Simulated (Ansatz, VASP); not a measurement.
# Os3C2: VASP beside Ansatz

The input INCAR:

```
SYSTEM = Os3C2
PREC = Accurate ; ENCUT = 600
EDIFF = 1E-7 ; ISMEAR = 0
SIGMA = 0.1 ; LREAL = .FALSE.
LASPH = .TRUE. ; NELM = 120
ALGO = Normal ; ISIF = 3
LWAVE = .FALSE. ; LCHARG = .FALSE.
GGA = PE ; IBRION = 2
NSW = 90 ; EDIFFG = -0.04
GGA_COMPAT = .FALSE. ; NELMIN = 4
```

Contents of KPOINTS:

```
Automatic mesh
0
G
  4 4 4
  0 0 0
```

Contents of POSCAR:

```
Os3C2
1.0
    4.1321090000      0.0000000000      0.0000000000
    0.0000000000      4.1321090000      0.0000000000
    0.0000000000      0.0000000000      4.1321090000
Os C
3 2
Direct
    0.5000000000      0.0000000000      0.0000000000
    0.0000000000      0.5000000000      0.0000000000
    0.0000000000      0.0000000000      0.5000000000
    0.5000000000      0.5000000000      0.5000000000
    0.0000000000      0.0000000000      0.0000000000
```

Input for Ansatz:

```yaml
crystal:
  lattice:
    - [4.132109, 0.0, 0.0]
    - [0.0, 4.132109, 0.0]
    - [0.0, 0.0, 4.132109]
  atoms:
    - { symbol: Os, position: [0.5, 0.0, 0.0] }
    - { symbol: Os, position: [0.0, 0.5, 0.0] }
    - { symbol: Os, position: [0.0, 0.0, 0.5] }
    - { symbol: C, position: [0.5, 0.5, 0.5] }
    - { symbol: C, position: [0.0, 0.0, 0.0] }
basis:
  ecutwfc: 420
kpoints:
  mp_grid: { grid: [4, 4, 4] }
hamiltonian:
  xc: pbe
scf:
  occupations: { method: gaussian, width: 0.1 }
  lower_state_search: "off"
output:
  forces: true
  stress: true
  eigenvalues: true
relax:
  adjacent_minimum: "off"
  f_tol: 0.04
  max_steps: 70
  cell: { stress_tol: 0.4 }
```

Change from the starting cell: species swapped into the Tl2F3 type (Pm-3m, No. 221).

Alike in both runs: task relaxation of cell and atoms; functional PBE; k mesh 4 × 4 × 4; occupations gaussian, width 0.1 eV; no spin polarisation.

|  | VASP | Ansatz |
| --- | --- | --- |
| version | VASP 6.6.1 | Ansatz 0.2.0 |
| potentials or method | VASP PAW PBE potentials, release 64 (Os, C), cutoff 600 eV | scalar-relativistic, plane waves, PAW |
| valence electrons in the cell | 32 | 56 |

```tsv
	VASP	Ansatz	Ansatz less VASP
gap on the k mesh at the Fermi level, each at its own relaxed structure (eV)	none	none	-
relaxed volume (Å³/atom)	12.93	12.85	-0.085
relaxed cell length with the largest relative difference (Å)	4.014	4.005	-0.0088
```

A gap of «none» marks a metal or a gap that the smearing closes. VASP's potentials hold 32 valence electrons a cell and Ansatz's 56, so a difference there can come from the potentials and not from the codes.

The k mesh is coarse, so the values compare programs but aren't converged. Spin-orbit coupling is off throughout.
